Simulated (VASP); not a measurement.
Wanted: the native input for a VASP 6.6.1 run.

```
Task                   : single point
Functional             : r2SCAN
Potentials or basis    : VASP PAW PBE potentials, release 64 (As)
Cutoff                 : 520 eV
k mesh                 : 10 × 10 × 10
Occupations            : methfessel-paxton, width 0.1 eV
Spin                   : no spin polarisation
Dipole correction      : no
Further INCAR settings : ALGO = Normal; EDIFF = 1e-06; NBANDS = 12
```

As:

```
CELL_PARAMETERS angstrom
1.79508 1.03639 5.05426
-1.79508 1.03639 5.05426
0.00000 -2.07278 5.05426
ATOMIC_POSITIONS crystal
As 0.78834 0.78834 0.78834
As 0.21166 0.21166 0.21166
```

One way to write it, as run:

POSCAR

```
As
1.0
    1.7950784285      1.0363890139      5.0542643309
   -1.7950784285      1.0363890139      5.0542643309
    0.0000000000     -2.0727780278      5.0542643309
As
2
Direct
    0.7883402482      0.7883402482      0.7883402482
    0.2116597518      0.2116597518      0.2116597518
```

INCAR.step1

```
PREC = Accurate
ENCUT = 520
ISMEAR = 1
SIGMA = 0.1
LREAL = F
LASPH = T
NELM = 80
NBANDS = 12
GGA = PE
ALGO = Normal
EDIFF = 1E-4
LWAVE = T
LCHARG = F
```

INCAR.step2

```
PREC = Accurate
ENCUT = 520
EDIFF = 1E-6
ISMEAR = 1
SIGMA = 0.1
LREAL = F
LASPH = T
NELM = 80
ALGO = Normal
ISIF = 2
LWAVE = F
LCHARG = F
METAGGA = R2SCAN
LMIXTAU = T
NBANDS = 12
ISTART = 1
```

KPOINTS

```
regular mesh
0
Gamma
  10 10 10
```

Potentials or basis: VASP PAW PBE potentials, release 64 (As).

Command:

```console
$ cat potpaw_PBE.64/As/POTCAR > POTCAR
$ cp INCAR.step1 INCAR
$ mpirun -np 1 vasp_std > vasp.out
$ cp INCAR.step2 INCAR
$ mpirun -np 1 vasp_std > vasp.out
```

Results of the run:

The pressure is 0.1 GPa. The largest force is 0.062 eV/Å and the band gap on the k mesh is 0.60 eV (least direct gap 1.15 eV).

Caveat: the PAW data sets were made with another functional, which shifts forces and pressure a little.

It took 9.3 min on 1 thread of Intel Xeon 8259CL (shared host), peak memory 0.31 GiB.
